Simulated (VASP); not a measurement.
Input of a VASP 6.6.1 run:

Contents of INCAR:

```
ALGO = Normal ; EDIFF = 1E-6
ENCUT = 520 ; GGA = PE
ISIF = 2 ; ISMEAR = 0
ISPIN = 2 ; LASPH = T
LCHARG = F ; LMAXMIX = 4
LORBIT = 11 ; LREAL = F
LWAVE = F ; MAGMOM = 0 2
NBANDS = 21 ; NELM = 150
PREC = Accurate ; SIGMA = 0.1
```

File KPOINTS:

```
k-points
0
Gamma
  12 6 12
```

File POSCAR:

```
Ni
1.0
    0.0000000000      1.7677500000      1.7677500000
    3.5355000000      0.0000000000      3.5355000000
    1.7677500000      1.7677500000      0.0000000000
Ni
2
Direct
    0.0000000000      0.0000000000      0.0000000000
    0.0000000000      0.5000000000      0.0000000000
```

Potentials or basis: VASP PAW PBE potentials, release 64 (Ni).

Launch:

```bash
$ cat potpaw_PBE.64/Ni/POTCAR > POTCAR
$ mpirun -np 1 vasp_std > vasp.out
```

(1) Predict the pressure.

(2) Estimate the site moments.

(3) Predict the net moment.

Answers

(1) -2.4 GPa.

(2) Ni +0.70 μB.

(3) 1.37 μB per cell.
